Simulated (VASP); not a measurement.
# Cr (Im-3m) in VASP: further runs

The runs below take Cr through single point, relaxation of cell and atoms, with PBE.

Everything below comes from runs of VASP 6.6.1. Logs are shortened: lines on timing, memory, paths and dates and some standing lists are left out, and cuts for length are marked.

## Step 1: The cell of the first run

Symmetry: Im-3m, No. 229, cubic system. Conventional cell: a = 2.848 Å, b = 2.848 Å, c = 2.848 Å, α = 90.00°, β = 90.00°, γ = 90.00°. Within 3.3 Å of Cr (site symmetry m-3m) lie 14 Cr at 2.47 to 2.85 Å.

## Step 2: Single point, PBE, collinear spin, ferromagnetic start

Input file INCAR:

```
SYSTEM = Cr
  PREC = Accurate
  ENCUT = 520
  EDIFF = 1E-6
  ISMEAR = -1
  SIGMA = 0.05
  LREAL = .FALSE.
  LASPH = .TRUE.
  NELM = 150
  ALGO = Normal
  ISIF = 2
  LWAVE = .FALSE.
  LCHARG = .TRUE.
  ISPIN = 2
  MAGMOM = 2
  LORBIT = 11
  LMAXMIX = 4
  GGA = PE
  LELF = .TRUE.
  LVHAR = .TRUE.
  NBANDS = 16
```

Input file KPOINTS:

```
regular mesh
0
G
  19 19 19
  0 0 0
```

Input file POSCAR:

```
Cr
1.0
   -1.4241322621      1.4241322621      1.4241322621
    1.4241322621     -1.4241322621      1.4241322621
    1.4241322621      1.4241322621     -1.4241322621
Cr
1
Direct
    0.0000000000      0.0000000000      0.0000000000
```

Potentials or basis: VASP PAW PBE potentials, release 64 (Cr_pv).

The run is started by

```
> cat potpaw_PBE.64/Cr_pv/POTCAR > POTCAR
> mpirun -np 1 vasp_std > vasp.out
```

OUTCAR:

```text
SYSTEM = Cr
   PREC = Accurate
   ENCUT = 520
   EDIFF = 1E-6
   ISMEAR = -1
   LREAL = .FALSE.
   LASPH = .TRUE.
   NELM = 150
   ISIF = 2
   ISPIN = 2
   LORBIT = 11
   GGA = PE

 ion  position               nearest neighbor table
   1  0.000  0.000  0.000-

  LATTYP: Found a body centered cubic cell.
 ALAT       =     2.8482645242

  Lattice vectors:

 A1 = (  -1.4241322621,   1.4241322621,   1.4241322621)
 A2 = (   1.4241322621,  -1.4241322621,   1.4241322621)
 A3 = (   1.4241322621,   1.4241322621,  -1.4241322621)

Analysis of symmetry for initial positions (statically):
=====================================================================
 Subroutine PRICEL returns:
 Original cell was already a primitive cell.

 Routine SETGRP: Setting up the symmetry group for a
 body centered cubic supercell.

 Subroutine GETGRP returns: Found 48 space group operations
[... 9 lines left out ...]

 Routine SETGRP: Setting up the symmetry group for a
 body centered cubic supercell.

 Subroutine GETGRP returns: Found 48 space group operations
 (whereof 48 operations were pure point group operations)
 out of a pool of 48 trial point group operations.

The dynamic configuration has the point symmetry O_h .

Analysis of structural, dynamic, and magnetic symmetry:
=====================================================================
 Subroutine PRICEL returns:
 Original cell was already a primitive cell.

 Routine SETGRP: Setting up the symmetry group for a
 body centered cubic supercell.

 Subroutine GETGRP returns: Found 48 space group operations
 (whereof 48 operations were pure point group operations)
 out of a pool of 48 trial point group operations.

The overall configuration has the point symmetry O_h .

 Subroutine INISYM returns: Found 48 space group operations
[... 5 lines left out ...]
                                     Primitive cell

  volume of cell :      11.5534

  direct lattice vectors                    reciprocal lattice vectors
    -1.424132262  1.424132262  1.424132262     0.000000000  0.351090986  0.351090986
     1.424132262 -1.424132262  1.424132262     0.351090986  0.000000000  0.351090986
     1.424132262  1.424132262 -1.424132262     0.351090986  0.351090986  0.000000000

  length of vectors
     2.466669435  2.466669435  2.466669435     0.496517634  0.496517634  0.496517634

  position of ions in fractional coordinates (direct lattice)
     0.000000000  0.000000000  0.000000000

  ion indices of the primitive-cell ions
   primitive index   ion index
                 1           1

----------------------------------------------------------------------------------------

 KPOINTS: regular mesh

Automatic generation of k-mesh.
 Grid dimensions read from file:
 generate k-points for:   19   19   19

 Generating k-lattice:

  Cartesian coordinates                     Fractional coordinates (reciprocal lattice)
     0.000000000  0.018478473  0.018478473     0.052631579  0.000000000  0.000000000
     0.018478473  0.000000000  0.018478473     0.000000000  0.052631579  0.000000000
     0.018478473  0.018478473  0.000000000     0.000000000  0.000000000  0.052631579

  Length of vectors
     0.026132507  0.026132507  0.026132507

  Shift w.r.t. Gamma in fractional coordinates (k-lattice)
     0.000000000  0.000000000  0.000000000

 Subroutine IBZKPT returns following result:
 ===========================================

 Found    220 irreducible k-points:

 Following reciprocal coordinates:
            Coordinates               Weight
  0.000000  0.000000  0.000000      1.000000
  0.052632  0.000000  0.000000     12.000000
  0.105263  0.000000  0.000000     12.000000
  0.157895  0.000000  0.000000     12.000000
  0.210526  0.000000  0.000000     12.000000
  0.263158  0.000000  0.000000     12.000000
[... 16 lines left out ...]
  0.263158  0.105263  0.000000     48.000000
  0.315789  0.105263  0.000000     48.000000
 [... further k-points ...]
   k-points           NKPTS =    220   k-points in BZ     NKDIM =    220   number of bands    NBANDS=     16
   number of dos      NEDOS =    301   number of ions     NIONS =      1
   total plane-waves  NPLWV =   5832
   dimension x,y,z NGX =    18 NGY =   18 NGZ =   18
   dimension x,y,z NGXF=    36 NGYF=   36 NGZF=   36
   ions per type =               1
   NGX,Y,Z   is equivalent  to a cutoff of  12.13, 12.13, 12.13 a.u.
   NGXF,Y,Z  is equivalent  to a cutoff of  24.26, 24.26, 24.26 a.u.
 SYSTEM =  Cr
   PREC   = accura    normal or accurate (medium, high low for compatibility)
   ISTART =      0    job   : 0-new  1-cont  2-samecut
   ICHARG =      2    charge: 1-file 2-atom 10-const
   ISPIN  =      2    spin polarized calculation?
   LNONCOLLINEAR =      F non collinear calculations
   LSORBIT =      F    spin-orbit coupling
   LASPH  =      T    aspherical Exc in radial PAW
   ENCUT  =  520.0 eV  38.22 Ry    6.18 a.u.   4.59  4.59  4.59*2*pi/ulx,y,z
   NELM   =    150;   NELMIN=  2; NELMDL= -5     # of ELM steps
   EDIFF  = 0.1E-05   stopping-criterion for ELM
   LREAL  =      F    real-space projection
   EDIFFG = 0.1E-04   stopping-criterion for IOM
   NSW    =      0    number of steps for IOM
   IBRION =     -1    ionic relax: 0-MD 1-quasi-New 2-CG
   NFREE  =      0    steps in history (QN), initial steepest desc. (CG)
   ISIF   =      2    stress and relaxation
   ISYM   =      2    0-nonsym 1-usesym 2-fastsym
   POTIM  = 0.5000    time-step for ionic-motion
   TEBEG  =    0.0;   TEEND  =   0.0 temperature during run
   PSTRESS=    0.0 pullay stress
   NELECT =      12.0000    total number of electrons
   NUPDOWN=      -1.0000    fix difference up-down
   EMIN   =  10.00;   EMAX   =-10.00  energy-range for DOS
   EFERMI =   0.00;   METHOD = LEGACY
   ISMEAR =    -1;   SIGMA  =   0.05  broadening in eV -4-tet -1-fermi 0-gaus
   EFERMI_NEDOS =   21; number of points for ismear=-14 and -15
   IALGO  =     38    algorithm
   IMIX   =      4    mixing-type and parameters
     AMIX     =   0.40;   BMIX     =  1.00
     AMIX_MAG =   1.60;   BMIX_MAG =  1.00
  volume/ion in A,a.u.               =      11.55        77.97
  Fermi-wavevector in a.u.,A,eV,Ry     =   1.657925  3.133024 37.398550  2.748716
  Thomas-Fermi vector in A             =   2.745594
   LORBIT       =     11    0 simple, 1 ext, 2 COOP (PROOUT), +10 PAW based schemes
   GGA     = PE    functional components
   LHFCALC =     F    Hartree Fock is set to
   AEXX    =    0.0000 exact exchange contribution
   IVDW    =     0    specifies the selected vdW correction
   LEPSILON=     F    determine dielectric tensor
   LRPA    =     F    only Hartree local field effects (RPA)
 spin polarized calculation
  energy-cutoff  :      520.00
  volume of cell :       11.55
 maximum number of plane-waves:       325
   NGX =  9   NGY =  9   NGZ =  9

 number of electron      11.9999994 magnetization       0.0005902

 number of electron      11.9999994 magnetization      -0.0000945

 Free energy of the ion-electron system (eV)
  ---------------------------------------------------
  ext. energy  EPLUGINS =         0.00000000
  ---------------------------------------------------
  free energy    TOTEN  =        -9.51859398 eV

  energy without entropy =       -9.51331373  energy(sigma->0) =       -9.51595386

 E-fermi :  10.9469     XC(G=0): -13.6736

 val. band max:       10.9143074568   @ k =  -0.2105   0.2632   0.1053
 cond. band min:      10.9544206002   @ k =  -0.2105   0.3158   0.1053
 fundamental gap:      0.0401131434
 Fermi energy:        10.9468510866

 spin component 1

 k-point     1 :       0.0000    0.0000    0.0000
  band No.  band energies     occupation
      1     -31.7662      1.00000
      2     -31.7662      1.00000
      3     -31.7662      1.00000
      4       3.1130      1.00000
      5      10.0521      1.00000
      6      10.0521      1.00000
[... 8 lines left out ...]
     15      40.7615      0.00000
     16      45.3194      0.00000

 k-point     2 :       0.0526    0.0000    0.0000
  band No.  band energies     occupation
      1     -31.7922      1.00000
      2     -31.7742      1.00000
      3     -31.7664      1.00000
      4       3.2351      1.00000
      5      10.0048      1.00000
      6      10.0447      1.00000
[... 8 lines left out ...]
     15      41.0382      0.00000
     16      43.8361      0.00000

 k-point     3 :       0.1053    0.0000    0.0000
  band No.  band energies     occupation
      1     -31.8668      1.00000
      2     -31.7971      1.00000
      3     -31.7668      1.00000
      4       3.5919      1.00000
      5       9.8701      1.00000
      6      10.0104      1.00000
[... 8 lines left out ...]
     15      41.4414      0.00000
     16      41.9300      0.00000

 k-point     4 :       0.1579    0.0000    0.0000
  band No.  band energies     occupation
      1     -31.9810      1.00000
      2     -31.8324      1.00000
      3     -31.7675      1.00000
      4       4.1535      1.00000
      5       9.6675      1.00000
      6       9.9246      1.00000
[... 8 lines left out ...]
     15      40.0202      0.00000
     16      40.6945      0.00000
[... 324 lines left out ...]
 k-point    22 :       0.2105    0.1053   -0.0000
  band No.  band energies     occupation
      1     -32.2960      1.00000
      2     -31.9285      1.00000
      3     -31.8017      1.00000
      4       5.8913      1.00000
      5       9.1702      1.00000
      6       9.4573      1.00000
[... 8 lines left out ...]
     15      40.2690      0.00000
     16      41.9942      0.00000

 k-point    23 :       0.2632    0.1053    0.0000
  band No.  band energies     occupation
      1     -32.4204      1.00000
      2     -31.9823      1.00000
      3     -31.8042      1.00000
      4       6.4782      1.00000
      5       8.9392      1.00000
      6       9.5639      1.00000
[... 8 lines left out ...]
     15      40.7890      0.00000
     16      42.0250      0.00000

 k-point    24 :       0.3158    0.1053    0.0000
  band No.  band energies     occupation
      1     -32.5259      1.00000
      2     -32.0294      1.00000
      3     -31.8060      1.00000
      4       6.7678      1.00000
      5       8.7564      1.00000
      6       9.9760      1.00000
[... 8 lines left out ...]
     15      41.0055      0.00000
     16      42.3266      0.00000

 [... further k-points ...]

 spin component 2

 k-point     1 :       0.0000    0.0000    0.0000
  band No.  band energies     occupation
      1     -31.7662      1.00000
      2     -31.7662      1.00000
      3     -31.7662      1.00000
      4       3.1129      1.00000
      5      10.0521      1.00000
      6      10.0521      1.00000
[... 8 lines left out ...]
     15      40.7613      0.00000
     16      45.3195      0.00000

 k-point     2 :       0.0526    0.0000    0.0000
  band No.  band energies     occupation
      1     -31.7921      1.00000
      2     -31.7741      1.00000
      3     -31.7663      1.00000
      4       3.2350      1.00000
      5      10.0048      1.00000
      6      10.0447      1.00000
[... 8 lines left out ...]
     15      41.0380      0.00000
     16      43.8361      0.00000

 k-point     3 :       0.1053    0.0000    0.0000
  band No.  band energies     occupation
      1     -31.8667      1.00000
      2     -31.7970      1.00000
      3     -31.7668      1.00000
      4       3.5918      1.00000
      5       9.8700      1.00000
      6      10.0104      1.00000
[... 8 lines left out ...]
     15      41.4413      0.00000
     16      41.9300      0.00000

 k-point     4 :       0.1579    0.0000    0.0000
  band No.  band energies     occupation
      1     -31.9809      1.00000
      2     -31.8323      1.00000
      3     -31.7675      1.00000
      4       4.1534      1.00000
      5       9.6674      1.00000
      6       9.9246      1.00000
[... 8 lines left out ...]
     15      40.0202      0.00000
     16      40.6944      0.00000
[... 324 lines left out ...]
 k-point    22 :       0.2105    0.1053   -0.0000
  band No.  band energies     occupation
      1     -32.2960      1.00000
      2     -31.9285      1.00000
      3     -31.8017      1.00000
      4       5.8912      1.00000
      5       9.1702      1.00000
      6       9.4572      1.00000
[... 8 lines left out ...]
     15      40.2689      0.00000
     16      41.9942      0.00000

 k-point    23 :       0.2632    0.1053    0.0000
  band No.  band energies     occupation
      1     -32.4204      1.00000
      2     -31.9823      1.00000
      3     -31.8042      1.00000
      4       6.4781      1.00000
      5       8.9391      1.00000
      6       9.5639      1.00000
[... 8 lines left out ...]
     15      40.7889      0.00000
     16      42.0249      0.00000

 k-point    24 :       0.3158    0.1053    0.0000
  band No.  band energies     occupation
      1     -32.5259      1.00000
      2     -32.0294      1.00000
      3     -31.8060      1.00000
      4       6.7677      1.00000
      5       8.7563      1.00000
      6       9.9760      1.00000
[... 8 lines left out ...]
     15      41.0054      0.00000
     16      42.3266      0.00000

 [... further k-points ...]
[... 5 lines left out ...]
  --------------------------------------------------------------------------------------
  -------------------------------------------------------------------------------------
  Total       -0.0351667     -0.0351667     -0.0351667      0.0000000      0.0000000      0.0000000
  in kB       -4.8767567     -4.8767567     -4.8767567      0.0000000      0.0000000      0.0000000
  external PRESSURE =      -4.8767567 kB  Pullay stress =       0.0000000 kB

 VOLUME and BASIS-vectors are now :
 -----------------------------------------------------------------------------
  energy-cutoff  :      520.00
  volume of cell :       11.55
      direct lattice vectors                 reciprocal lattice vectors
    -1.424132262  1.424132262  1.424132262     0.000000000  0.351090986  0.351090986
     1.424132262 -1.424132262  1.424132262     0.351090986  0.000000000  0.351090986
     1.424132262  1.424132262 -1.424132262     0.351090986  0.351090986  0.000000000

 POSITION                                       TOTAL-FORCE (eV/Angst)
 -----------------------------------------------------------------------------------
      0.00000      0.00000      0.00000        -0.000000      0.000000      0.000000
 -----------------------------------------------------------------------------------
    total drift:                                0.000000      0.000000      0.000000

  FREE ENERGIE OF THE ION-ELECTRON SYSTEM (eV)
  ---------------------------------------------------
  free  energy   TOTEN  =        -9.5185939841 eV

  energy  without entropy=       -9.5133137316  energy(sigma->0) =       -9.51595386

 total charge

# of ion       s       p       d       tot
------------------------------------------
    1        0.441   6.407   4.209  11.057

 magnetization (x)

# of ion       s       p       d       tot
------------------------------------------
    1        0.000  -0.000  -0.000  -0.000
```

Wall time 27 s (1 thread of Intel Xeon 6975P-C (Granite Rapids), shared host); peak memory 0.17 GiB.

Results:

```
Free energy                                           : -9.5186 eV
Pressure                                              : -0.5 GPa
Band gap on the k mesh                                : zero (filled and empty bands overlap)
Net moment                                            : 0.00 μB per cell
Valence electrons inside the program's atomic spheres : Cr 11.06
```

Levels at points of the mesh, in eV from the Fermi level:
Spin up:
```tsv
k point	band 3	band 4	band 5	band 6	band 7	band 8	band 9	band 10
(0.00, 0.00, 0.00)	-42.71	-7.83	-0.89	-0.89	-0.89	1.16	1.16	7.12
```
Spin down:
| k point | band 4 | band 5 | band 6 | band 7 | band 8 | band 9 |
| --- | --- | --- | --- | --- | --- | --- |
| (0.00, 0.00, 0.00) | -7.83 | -0.89 | -0.89 | -0.89 | 1.16 | 1.16 |

Caveat: the starting moments collapsed, and a magnetic state may lie lower.

## Step 3: Relaxation of cell and atoms, PBE, collinear spin, ferromagnetic start, target pressure 29 GPa, at which the enthalpy is minimised

This run uses another cell than the first one, of 10.53 Å³/atom, 0.912 times its volume.

Input file INCAR:

```
  PREC = Accurate
  ENCUT = 600
  EDIFF = 1E-6
  ISMEAR = -1
  SIGMA = 0.05
  LREAL = False
  LASPH = True
  NELM = 150
  ALGO = Normal
  ISIF = 3
  LWAVE = False
  LCHARG = False
  ISPIN = 2
  MAGMOM = 2
  LORBIT = 11
  LMAXMIX = 4
  GGA = PE
  IBRION = 2
  NSW = 32
  EDIFFG = -0.005
  PSTRESS = 290.0
```

Input file KPOINTS:

```
regular mesh
0
Gamma
  19 19 19
```

Input file POSCAR:

```
Cr
1.0
   -1.3809903575      1.3809903575      1.3809903575
    1.3809903575     -1.3809903575      1.3809903575
    1.3809903575      1.3809903575     -1.3809903575
Cr
1
Direct
    0.0000000000      0.0000000000      0.0000000000
```

Potentials or basis: VASP PAW PBE potentials, release 64 (Cr_pv).

The run is started by

```
> cat potpaw_PBE.64/Cr_pv/POTCAR > POTCAR
> mpirun -np 1 vasp_std > vasp.out
```

Wall time 1.9 min (1 thread of Intel Xeon 8259CL, shared host); peak memory 0.18 GiB.

It converged, with:

| Property | Result |
| --- | --- |
| Free energy | -9.4331 eV |
| Relaxed volume | 10.52 Å³/atom |
| Relaxed cell | a = 2.391 Å, b = 2.391 Å, c = 2.391 Å, α = 109.47°, β = 109.47°, γ = 109.47° |
| Space group after relaxing (to 0.05 Å) | Im-3m (No. 229) |
| Energy change on relaxing (the enthalpy is what falls) | +3.0 meV/atom |
| Ionic steps | 3 |
| Pressure after relaxing | 29.0 GPa |
| Band gap on the k mesh | zero (filled and empty bands overlap) |
| Net moment | 0.00 μB per cell |
| Valence electrons inside the program's atomic spheres | Cr 11.28 |

Step by step:
```tsv
step	energy change (eV)	largest force (eV/Å)	pressure (GPa)	volume (Å³)
1	0.0000	0.0000	28.42	10.53
2	0.0107	0.0000	30.51	10.48
3	0.0030	0.0000	29.02	10.52
```

Final structure:
```yaml
crystal:
  lattice:
    - [-1.38026, 1.38026, 1.38026]
    - [1.38026, -1.38026, 1.38026]
    - [1.38026, 1.38026, -1.38026]
  atoms:
    - { symbol: Cr, position: [0.00000, 0.00000, 0.00000] }
```

Levels at points of the mesh, in eV from the Fermi level:
Spin up:
```csv
k point,band 3,band 4,band 5,band 6,band 7,band 8,band 9,band 10
"(0.00, 0.00, 0.00)",-42.58,-8.17,-1.03,-1.03,-1.03,1.28,1.28,7.17
```
Spin down:
| k point | band 2 | band 3 | band 4 | band 5 | band 6 | band 7 | band 8 | band 9 | band 10 | band 11 |
| --- | --- | --- | --- | --- | --- | --- | --- | --- | --- | --- |
| (0.00, 0.00, 0.00) | -42.58 | -42.58 | -8.17 | -1.03 | -1.03 | -1.03 | 1.28 | 1.28 | 7.17 | 23.04 |

Caveat: the starting moments collapsed, and a magnetic state may lie lower; the cell is relaxed towards a set pressure, so the enthalpy falls and the energy may rise.
